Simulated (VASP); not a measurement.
# Al2O3 (P-6m2) in VASP: notebook

Runs on Al2O3. Level: PBEsol. Tasks: single point.

Program: VASP 6.6.1. These are calculated values, not measurements. Logs are shortened: lines on timing, memory, paths and dates and some standing lists are left out, and cuts for length are marked.

**1. The cell of the first run**

The structure is hexagonal, space group P-6m2 (No. 187). The conventional cell has a = 2.884 Å, b = 2.884 Å, c = 9.057 Å, α = 90.00°, β = 90.00°, γ = 120.00°. Within 2.4 Å of Al (site symmetry 3m) lie 6 O at 1.79 to 2.15 Å. O (site symmetry 3m) has 3 Al at 1.79 Å within 2.4 Å. O (site symmetry -6m2) has 6 Al at 2.15 Å and 6 O at 2.61 Å within 2.8 Å.

**2. Single point, PBEsol**

INCAR reads:

```
SYSTEM = Al2O3
ALGO = Normal ; EDIFF = 1E-7
ENCUT = 520 ; GGA = PS
ISIF = 2 ; ISMEAR = -1
LASPH = .TRUE. ; LCHARG = .FALSE.
LREAL = .FALSE. ; LWAVE = .FALSE.
NBANDS = 20 ; NELM = 80
PREC = Accurate ; SIGMA = 0.02
```

KPOINTS reads:

```
k-points
0
G
  12 12 2
  0 0 0
```

POSCAR reads:

```
Al2O3
1.0
    2.8843249500      0.0000000000      0.0000000000
   -1.4421624700      2.4978986800      0.0000000000
    0.0000000000      0.0000000000      9.0566518262
Al O
2 3
Direct
    0.0000000000      0.0000000000      0.1499923300
    0.0000000000      0.0000000000      0.8500076700
    0.3333333333      0.6666666667      0.2223169200
    0.6666666667      0.3333333333      0.0000000000
    0.3333333333      0.6666666667      0.7776830800
```

Potentials or basis: VASP PAW PBE potentials, release 64 (Al, O).

Launch:

```console
> cat potpaw_PBE.64/Al/POTCAR potpaw_PBE.64/O/POTCAR > POTCAR
> mpirun -np 1 vasp_std > vasp.out
```

OUTCAR:

```text
SYSTEM = Al2O3
   EDIFF = 1E-7
   ENCUT = 520
   GGA = PS
   ISIF = 2
   ISMEAR = -1
   LASPH = .TRUE.
   LREAL = .FALSE.
   NELM = 80
   PREC = Accurate

 ion  position               nearest neighbor table
   1  0.000  0.000  0.150-   3 1.79   3 1.79   3 1.79   4 2.15   4 2.15   4 2.15   2 2.72
   2  0.000  0.000  0.850-   5 1.79   5 1.79   5 1.79   4 2.15   4 2.15   4 2.15   1 2.72
   3  0.333  0.667  0.222-   1 1.79   1 1.79   1 1.79
   4  0.667  0.333  0.000-   1 2.15   2 2.15   1 2.15   2 2.15   1 2.15   2 2.15
   5  0.333  0.667  0.778-   2 1.79   2 1.79   2 1.79

  LATTYP: Found a hexagonal cell.
 ALAT       =     2.8843249500
 C/A-ratio  =     3.1399554430

  Lattice vectors:

 A1 = (   2.8843249500,   0.0000000000,   0.0000000000)
 A2 = (  -1.4421624700,   2.4978986800,   0.0000000000)
 A3 = (   0.0000000000,   0.0000000000,   9.0566518262)

Analysis of symmetry for initial positions (statically):
=====================================================================
 Subroutine PRICEL returns:
 Original cell was already a primitive cell.

 Routine SETGRP: Setting up the symmetry group for a
 hexagonal supercell.

 Subroutine GETGRP returns: Found 12 space group operations
 (whereof 12 operations were pure point group operations)
 out of a pool of 24 trial point group operations.

The static configuration has the point symmetry D_3h.

Analysis of symmetry for dynamics (positions and initial velocities):
=====================================================================
 Subroutine PRICEL returns:
 Original cell was already a primitive cell.

 Routine SETGRP: Setting up the symmetry group for a
 hexagonal supercell.

 Subroutine GETGRP returns: Found 12 space group operations
 (whereof 12 operations were pure point group operations)
 out of a pool of 24 trial point group operations.

The dynamic configuration has the point symmetry D_3h.

 Subroutine INISYM returns: Found 12 space group operations
 (whereof 12 operations are pure point group operations),
 and found     1 'primitive' translations

----------------------------------------------------------------------------------------

                                     Primitive cell

  volume of cell :      65.2509

  direct lattice vectors                    reciprocal lattice vectors
     2.884324950  0.000000000  0.000000000     0.346701574  0.200168246  0.000000000
    -1.442162470  2.497898680  0.000000000     0.000000000  0.400336494  0.000000000
     0.000000000  0.000000000  9.056651826     0.000000000  0.000000000  0.110416081

  length of vectors
     2.884324950  2.884324948  9.056651826     0.400336494  0.400336494  0.110416081

  position of ions in fractional coordinates (direct lattice)
     0.000000000  0.000000000  0.149992330
     0.000000000  0.000000000  0.850007670
     0.333333333  0.666666667  0.222316920
     0.666666667  0.333333333  0.000000000
     0.333333333  0.666666667  0.777683080

  ion indices of the primitive-cell ions
   primitive index   ion index
                 1           1
                 2           2
                 3           3
                 4           4
                 5           5

----------------------------------------------------------------------------------------

 KPOINTS: k-points

Automatic generation of k-mesh.
 Grid dimensions read from file:
 generate k-points for:   12   12    2

 Generating k-lattice:

  Cartesian coordinates                     Fractional coordinates (reciprocal lattice)
     0.028891798  0.016680687  0.000000000     0.083333333 -0.000000000  0.000000000
     0.000000000  0.033361375  0.000000000     0.000000000  0.083333333  0.000000000
     0.000000000  0.000000000  0.055208040     0.000000000  0.000000000  0.500000000

  Length of vectors
     0.033361374  0.033361375  0.055208040

  Shift w.r.t. Gamma in fractional coordinates (k-lattice)
     0.000000000  0.000000000  0.000000000

 Subroutine IBZKPT returns following result:
 ===========================================

 Found     38 irreducible k-points:

 Following reciprocal coordinates:
            Coordinates               Weight
  0.000000  0.000000  0.000000      1.000000
  0.083333 -0.000000  0.000000      6.000000
  0.166667 -0.000000  0.000000      6.000000
  0.250000 -0.000000  0.000000      6.000000
  0.333333  0.000000  0.000000      6.000000
  0.416667  0.000000  0.000000      6.000000
[... 16 lines left out ...]
  0.250000 -0.000000  0.500000      6.000000
  0.333333  0.000000  0.500000      6.000000
 [... further k-points ...]
   k-points           NKPTS =     38   k-points in BZ     NKDIM =     38   number of bands    NBANDS=     20
   number of dos      NEDOS =    301   number of ions     NIONS =      5
   total plane-waves  NPLWV =  40320
   dimension x,y,z NGX =    24 NGY =   24 NGZ =   70
   dimension x,y,z NGXF=    48 NGYF=   48 NGZF=  140
   ions per type =               2   3
   NGX,Y,Z   is equivalent  to a cutoff of  13.83, 13.83, 12.85 a.u.
   NGXF,Y,Z  is equivalent  to a cutoff of  27.67, 27.67, 25.70 a.u.
 SYSTEM =  Al2O3
   PREC   = accura    normal or accurate (medium, high low for compatibility)
   ISTART =      0    job   : 0-new  1-cont  2-samecut
   ICHARG =      2    charge: 1-file 2-atom 10-const
   ISPIN  =      1    spin polarized calculation?
   LNONCOLLINEAR =      F non collinear calculations
   LSORBIT =      F    spin-orbit coupling
   LASPH  =      T    aspherical Exc in radial PAW
   ENCUT  =  520.0 eV  38.22 Ry    6.18 a.u.   5.36  5.36 16.84*2*pi/ulx,y,z
   NELM   =     80;   NELMIN=  2; NELMDL= -5     # of ELM steps
   EDIFF  = 0.1E-06   stopping-criterion for ELM
   LREAL  =      F    real-space projection
   EDIFFG = 0.1E-05   stopping-criterion for IOM
   NSW    =      0    number of steps for IOM
   IBRION =     -1    ionic relax: 0-MD 1-quasi-New 2-CG
   NFREE  =      0    steps in history (QN), initial steepest desc. (CG)
   ISIF   =      2    stress and relaxation
   ISYM   =      2    0-nonsym 1-usesym 2-fastsym
   POTIM  = 0.5000    time-step for ionic-motion
   TEBEG  =    0.0;   TEEND  =   0.0 temperature during run
   PSTRESS=    0.0 pullay stress
   NELECT =      24.0000    total number of electrons
   NUPDOWN=      -1.0000    fix difference up-down
   EMIN   =  10.00;   EMAX   =-10.00  energy-range for DOS
   EFERMI =   0.00;   METHOD = LEGACY
   ISMEAR =    -1;   SIGMA  =   0.02  broadening in eV -4-tet -1-fermi 0-gaus
   EFERMI_NEDOS =   21; number of points for ismear=-14 and -15
   IALGO  =     38    algorithm
   IMIX   =      4    mixing-type and parameters
     AMIX     =   0.40;   BMIX     =  1.00
     AMIX_MAG =   1.60;   BMIX_MAG =  1.00
  volume/ion in A,a.u.               =      13.05        88.07
  Fermi-wavevector in a.u.,A,eV,Ry     =   1.172960  2.216572 18.719358  1.375834
  Thomas-Fermi vector in A             =   2.309380
   LORBIT       =      0    0 simple, 1 ext, 2 COOP (PROOUT), +10 PAW based schemes
   GGA     = PS    functional components
   LHFCALC =     F    Hartree Fock is set to
   AEXX    =    0.0000 exact exchange contribution
   IVDW    =     0    specifies the selected vdW correction
   LEPSILON=     F    determine dielectric tensor
   LRPA    =     F    only Hartree local field effects (RPA)
 non-spin polarized calculation
  energy-cutoff  :      520.00
  volume of cell :       65.25
 maximum number of plane-waves:      1810
 NGX is ok and might be reduce to    24
   NGX = 11   NGY = 11   NGZ = 33

 number of electron      23.9999996 magnetization

 Free energy of the ion-electron system (eV)
  ---------------------------------------------------
  ext. energy  EPLUGINS =         0.00000000
  ---------------------------------------------------
  free energy    TOTEN  =       -38.11711249 eV

  energy without entropy =      -38.11711249  energy(sigma->0) =      -38.11711249

 E-fermi :   1.6177     XC(G=0):  -8.7658

 val. band max:        1.1357582764   @ k =   0.1667  -0.0000   0.0000
 cond. band min:       5.8417363936   @ k =   0.0000   0.0000   0.0000
 fundamental gap:      4.7059781171
 Fermi energy:         1.6176947889

 k-point     1 :       0.0000    0.0000    0.0000
  band No.  band energies     occupation
      1     -17.8245      2.00000
      2     -16.5502      2.00000
      3     -15.3459      2.00000
      4      -3.9354      2.00000
      5      -0.9855      2.00000
      6      -0.5725      2.00000
[... 12 lines left out ...]
     19      15.6536      0.00000
     20      15.8101      0.00000

 k-point     2 :       0.0833   -0.0000    0.0000
  band No.  band energies     occupation
      1     -17.7371      2.00000
      2     -16.4854      2.00000
      3     -15.3169      2.00000
      4      -3.8924      2.00000
      5      -1.3474      2.00000
      6      -0.6696      2.00000
[... 12 lines left out ...]
     19      15.0679      0.00000
     20      15.8642      0.00000

 k-point     3 :       0.1667   -0.0000    0.0000
  band No.  band energies     occupation
      1     -17.4843      2.00000
      2     -16.3020      2.00000
      3     -15.2426      2.00000
      4      -3.8176      2.00000
      5      -2.2045      2.00000
      6      -1.2674      2.00000
[... 12 lines left out ...]
     19      14.5103      0.00000
     20      15.1891      0.00000

 k-point     4 :       0.2500   -0.0000    0.0000
  band No.  band energies     occupation
      1     -17.0961      2.00000
      2     -16.0362      2.00000
      3     -15.1595      2.00000
      4      -3.9058      2.00000
      5      -3.2664      2.00000
      6      -1.9843      2.00000
[... 429 lines left out ...]
 k-point    23 :       0.2500   -0.0000    0.5000
  band No.  band energies     occupation
      1     -17.0959      2.00000
      2     -16.0366      2.00000
      3     -15.1590      2.00000
      4      -3.9066      2.00000
      5      -3.2638      2.00000
      6      -1.9813      2.00000
[... 12 lines left out ...]
     19      13.6340      0.00000
     20      15.1887      0.00000

 k-point    24 :       0.3333    0.0000    0.5000
  band No.  band energies     occupation
      1     -16.6295      2.00000
      2     -15.7498      2.00000
      3     -15.1221      2.00000
      4      -4.2916      2.00000
      5      -4.2465      2.00000
      6      -2.6997      2.00000
[... 12 lines left out ...]
     19      13.8935      0.00000
     20      15.3089      0.00000

 [... further k-points ...]

------------------------ aborting loop because EDIFF is reached ----------------------------------------

  FORCE on cell =-STRESS in cart. coord.  units (eV):
  Direction    XX          YY          ZZ          XY          YZ          ZX
  --------------------------------------------------------------------------------------
  -------------------------------------------------------------------------------------
  Total       -0.7537268     -0.7537268      1.7099126     -0.0000000      0.0000000      0.0000000
  in kB      -18.5070790    -18.5070790     41.9853545     -0.0000000      0.0000000      0.0000000
  external PRESSURE =       1.6570655 kB  Pullay stress =       0.0000000 kB

 VOLUME and BASIS-vectors are now :
 -----------------------------------------------------------------------------
  energy-cutoff  :      520.00
  volume of cell :       65.25
      direct lattice vectors                 reciprocal lattice vectors
     2.884324950  0.000000000  0.000000000     0.346701574  0.200168246  0.000000000
    -1.442162470  2.497898680  0.000000000     0.000000000  0.400336494  0.000000000
     0.000000000  0.000000000  9.056651826     0.000000000  0.000000000  0.110416081

 POSITION                                       TOTAL-FORCE (eV/Angst)
 -----------------------------------------------------------------------------------
      0.00000      0.00000      1.35843        -0.000000      0.000000      0.284576
      0.00000      0.00000      7.69822        -0.000000      0.000000     -0.284576
      0.00000      1.66527      2.01345         0.000000     -0.000000      0.252150
      1.44216      0.83263      0.00000        -0.000000      0.000000      0.000000
      0.00000      1.66527      7.04320        -0.000000     -0.000000     -0.252150
 -----------------------------------------------------------------------------------
    total drift:                                0.000000     -0.000000      0.000000

  FREE ENERGIE OF THE ION-ELECTRON SYSTEM (eV)
  ---------------------------------------------------
  free  energy   TOTEN  =       -38.1171124871 eV

  energy  without entropy=      -38.1171124871  energy(sigma->0) =      -38.11711249
```

Wall time 30 s (1 thread of Intel Xeon Platinum 8488C (Sapphire Rapids), shared host); peak memory 0.19 GiB.

Results:

```yaml
Free_energy: -38.1171 eV
Pressure: 0.2 GPa
Largest_force: 0.285 eV/Å
Band_gap_on_the_k_mesh: 4.71 eV, indirect (least direct gap 4.96 eV)
```

Forces in eV/Å, atoms in the order of the input:
```
Al   0.000  0.000  0.285
Al   0.000  0.000 -0.285
O    0.000  0.000  0.252
O    0.000  0.000  0.000
O    0.000  0.000 -0.252
```

Stress tensor (GPa, compression positive):
```
-1.85  0.00  0.00
 0.00 -1.85  0.00
 0.00  0.00  4.20
```

Caveat: the PAW data sets were made with another functional, which shifts forces and pressure a little.

**3. Single point, PBEsol**

This run uses another cell than the first one, of 13.25 Å³/atom, 1.015 times its volume.

INCAR reads:

```
SYSTEM = Al2O3
PREC = Accurate
ENCUT = 520
EDIFF = 1E-6
ISMEAR = -1
SIGMA = 0.02
LREAL = .False.
LASPH = .True.
NELM = 80
ALGO = Normal
ISIF = 2
LWAVE = .False.
LCHARG = .False.
GGA = PS
NBANDS = 20
```

KPOINTS reads:

```
regular mesh
0
Gamma
  12 12 2
  0 0 0
```

POSCAR, as its differences from that of step 2:

```diff
@@ -4,3 +4,3 @@
    -1.4421624700      2.4978986800      0.0000000000
-    0.0000000000      0.0000000000      9.0566518262
+    0.0000000000      0.0000000000      9.1967031431
 Al O
```

Potentials or basis: VASP PAW PBE potentials, release 64 (Al, O).

Launch:

```console
> cat potpaw_PBE.64/Al/POTCAR potpaw_PBE.64/O/POTCAR > POTCAR
> mpirun -np 1 vasp_std > vasp.out
```

It took 32 s on 1 thread of Intel Xeon Platinum 8488C (Sapphire Rapids), shared host; peak memory 0.2 GiB.

It converged, with:

```
Free energy            : -38.1342 eV
Pressure               : -1.4 GPa
Largest force          : 0.090 eV/Å
Band gap on the k mesh : 4.73 eV, indirect (least direct gap 4.98 eV)
```

Forces on the atoms (eV/Å):
```
Al   0.000  0.000  0.090
Al   0.000  0.000 -0.090
O    0.000  0.000  0.052
O    0.000  0.000  0.000
O    0.000  0.000 -0.052
```

Stress tensor (GPa, compression positive):
```
-2.49  0.00  0.00
 0.00 -2.49  0.00
 0.00  0.00  0.92
```

Levels at points of the mesh, in eV from the valence-band top:
```
           k point  band 10  band 11  band 12  band 13  band 14  band 15
(0.00, 0.00, 0.00)    -0.65    -0.65    -0.25     4.73     7.36     7.81
(0.50, 0.00, 0.00)    -1.09    -0.83    -0.59     7.62     8.91     8.97
(0.00, 0.00, 0.50)    -0.65    -0.65    -0.30     4.86     7.04     7.82
(0.50, 0.00, 0.50)    -1.09    -0.84    -0.57     7.64     8.86     9.04
```

Caveat: the PAW data sets were made with another functional, which shifts forces and pressure a little. A k mesh can miss the band edges.

**4. Single point, PBEsol**

This run uses another cell than the first one, of 13.45 Å³/atom, 1.031 times its volume.

INCAR reads:

```
PREC = Accurate ; ENCUT = 520
EDIFF = 1E-7 ; ISMEAR = -1
SIGMA = 0.02 ; LREAL = False
LASPH = True ; NELM = 100
ALGO = Normal ; ISIF = 2
LWAVE = False ; LCHARG = True
GGA = PS ; LELF = True
LVHAR = True ; NBANDS = 20
```

KPOINTS reads:

```
Automatic mesh
0
Gamma
  12 12 2
```

POSCAR, as its differences from that of step 3:

```diff
@@ -4,3 +4,3 @@
    -1.4421624700      2.4978986800      0.0000000000
-    0.0000000000      0.0000000000      9.1967031431
+    0.0000000000      0.0000000000      9.3367544600
 Al O
```

Launch:

```console
> cat potpaw_PBE.64/Al/POTCAR potpaw_PBE.64/O/POTCAR > POTCAR
> mpirun -np 1 vasp_std > vasp.out
```

It took 39 s on 1 thread of Intel Xeon Platinum 8488C (Sapphire Rapids), shared host; peak memory 0.2 GiB.

It converged, with:

```yaml
Free_energy: -38.1313 eV
Pressure: -2.8 GPa
Largest_force: 0.143 eV/Å
Band_gap_on_the_k_mesh: 4.74 eV, indirect (least direct gap 4.98 eV)
```

Forces in eV/Å, atoms in the order of the input:
```
Al   0.000  0.000 -0.086
Al   0.000  0.000  0.086
O    0.000  0.000 -0.143
O    0.000  0.000  0.000
O    0.000  0.000  0.143
```

Stress tensor (GPa, compression positive):
```
-3.04  0.00  0.00
 0.00 -3.04  0.00
 0.00  0.00 -2.18
```

Levels at points of the mesh, in eV from the valence-band top:
| k point | band 9 | band 10 | band 11 | band 12 | band 13 | band 14 | band 15 | band 16 |
| --- | --- | --- | --- | --- | --- | --- | --- | --- |
| (0.00, 0.00, 0.00) | -1.25 | -0.53 | -0.53 | -0.24 | 4.74 | 7.42 | 7.75 | 9.19 |
| (0.50, 0.00, 0.00) | -1.98 | -1.00 | -0.82 | -0.58 | 7.70 | 8.77 | 8.91 | 10.89 |
| (0.00, 0.00, 0.50) | -1.25 | -0.52 | -0.52 | -0.29 | 4.87 | 7.04 | 7.86 | 9.52 |
| (0.50, 0.00, 0.50) | -1.98 | -1.00 | -0.83 | -0.57 | 7.71 | 8.73 | 8.97 | 10.68 |

Caveat: the PAW data sets were made with another functional, which shifts forces and pressure a little.

**5. The runs side by side**

| cell | gap on the mesh (eV) | pressure (GPa) | largest force (eV/Å) |
| --- | --- | --- | --- |
| a = 2.884, b = 2.884, c = 9.057 Å, angles 90.0, 90.0, 120.0°, 5 atoms | 4.71 | 0.2 | 0.28 |
| a = 2.884, b = 2.884, c = 9.197 Å, angles 90.0, 90.0, 120.0°, 5 atoms | 4.73 | -1.4 | 0.09 |
| a = 2.884, b = 2.884, c = 9.337 Å, angles 90.0, 90.0, 120.0°, 5 atoms | 4.74 | -2.8 | 0.14 |

Alike in all rows: task single point; level PBEsol; potentials or basis VASP PAW PBE potentials, release 64 (Al, O); no spin polarisation; k mesh 12 × 12 × 2; cutoff (eV) 520; smearing fermi-dirac 0.02 eV.

Caveats: the PAW data sets were made with another functional, which shifts forces and pressure a little.

Total energies depend on the potentials used, so only differences within one code and one set of settings carry meaning.
